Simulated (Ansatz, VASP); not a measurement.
# One calculation of MoS2, two programs

The input INCAR:

```
PREC     = Accurate       # precision mode
ENCUT    = 520            # plane-wave cutoff, eV
EDIFF    = 1E-7           # SCF threshold, eV
ISMEAR   = 0              # smearing method
SIGMA    = 0.15           # smearing width, eV
LREAL    = F              # projectors in reciprocal space
LASPH    = T              # aspherical terms in the spheres
NELM     = 80             # most SCF steps
ALGO     = Normal         # electronic algorithm
ISIF     = 2              # what is computed and relaxed
LWAVE    = F              # write WAVECAR
LCHARG   = F              # write CHGCAR
GGA      = PS             # functional
NBANDS   = 20             # bands
```

Contents of KPOINTS:

```
Automatic mesh
0
Gamma
  18 18 8
```

The input POSCAR:

```
MoS2
1.0
    3.1411847469      0.0000000000      0.0000000000
   -1.5705923735      2.7883544335      0.0000000000
    0.0000000000      0.0000000000      6.1247114470
Mo S
1 2
Direct
    0.0000000000      0.0000000000      0.5000000000
    0.3333333333      0.6666666667      0.2410625189
    0.6666666667      0.3333333333      0.7589374811
```

Input for Ansatz:

```yaml
crystal:
  lattice:
    - [3.1411847469, 0.0, 0.0]
    - [-1.5705923735, 2.7883544335, 0.0]
    - [0.0, 0.0, 6.124711447]
  atoms:
    - { symbol: Mo, position: [0.0, 0.0, 0.5] }
    - { symbol: S, position: [0.3333333333, 0.6666666667, 0.2410625189] }
    - { symbol: S, position: [0.6666666667, 0.3333333333, 0.7589374811] }
basis:
  ecutwfc: 420
kpoints:
  mp_grid: { grid: [18, 18, 8] }
hamiltonian:
  xc: pbesol
scf:
  occupations: { method: gaussian, width: 0.15 }
output:
  forces: true
  stress: true
  eigenvalues: true
  write_density: true
  write_potential: true
  elf: true
  volumetric_format: npy
```

Change from the starting cell: strain +0.0250 x Voigt [0, 1, 0, 0, 0, 0], atoms carried along.

Alike in both runs: task single point; functional PBEsol; k mesh 18 × 18 × 8; occupations gaussian, width 0.15 eV; no spin polarisation.

```csv
,VASP,Ansatz
version,VASP 6.6.1,Ansatz 0.2.0
potentials or method,"VASP PAW PBE potentials, release 64 (Mo_sv, S), cutoff 520 eV","scalar-relativistic, plane waves, PAW"
valence electrons in the cell,26,26
```

Ansatz gave:

```
gap on the k mesh at the Fermi level (eV)                     : none
pressure (GPa)                                                : -3.3
traceless stress, the component that is largest in VASP (GPa) : -2.58
rms of the force components (eV/Å)                            : 0.147
```

**Question.** Which values does VASP return?

**Answer.** gap on the k mesh at the Fermi level (eV): none; pressure (GPa): -3.3; traceless stress, the component that is largest in VASP (GPa): -2.59; rms of the force components (eV/Å): 0.145.

VASP's potentials were made for PBE, not for PBEsol. Atom by atom the forces differ by 0.002 eV/Å (rms over components). A gap of «none» marks a metal or a gap that the smearing closes.
